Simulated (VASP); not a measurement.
Wanted: the native input for a VASP 6.6.1 run.

```yaml
Task: single point
Functional: PBE
Potentials_or_basis: VASP PAW PBE potentials, release 64 (Hf_pv)
Cutoff: 520 eV
k_mesh: 13 × 13 × 7
Occupations: fermi-dirac, width 0.05 eV
Spin: no spin polarisation
Dipole_correction: no
Further_INCAR_settings: ALGO = Normal; EDIFF = 1e-06; NBANDS = 17
```

The structure of Hf lies in POSCAR:

```
Hf
1.0
    3.1752435252      0.0000000000      0.0000000000
   -1.5876217626      2.7498415561      0.0000000000
    0.0000000000      0.0000000000      5.0238540107
Hf
2
Direct
    0.3333333333      0.6666666667      0.2500000000
    0.6666666667      0.3333333333      0.7500000000
```

This cell differs from its parent crystal: volume scaled by 0.98.

These files were run (other wordings do the same):

INCAR

```
ALGO = Normal
EDIFF = 1E-6
ENCUT = 520
GGA = PE
ISIF = 2
ISMEAR = -1
LASPH = T
LCHARG = T
LELF = T
LREAL = F
LVHAR = T
LWAVE = F
NBANDS = 17
NELM = 100
PREC = Accurate
SIGMA = 0.05
```

KPOINTS

```
k-points
0
Gamma
  13 13 7
```

Potentials or basis: VASP PAW PBE potentials, release 64 (Hf_pv).

Launch:

```bash
$ cat potpaw_PBE.64/Hf_pv/POTCAR > POTCAR
$ mpirun -np 1 vasp_std > vasp.out
```

Results of the run:

| Property | Result |
| --- | --- |
| Pressure | 2.6 GPa |
| Band gap on the k mesh | zero (band 10 reaches 6.24 eV, above the bottom of band 11 at 4.67 eV) |

Caveat: spin-orbit coupling is left out, which moves the levels of the heavy elements.

Wall time 29 s on 1 thread of AMD EPYC 9R45 96-Core Processor (Zen 5), with other jobs on the host, peak memory 0.16 GiB.
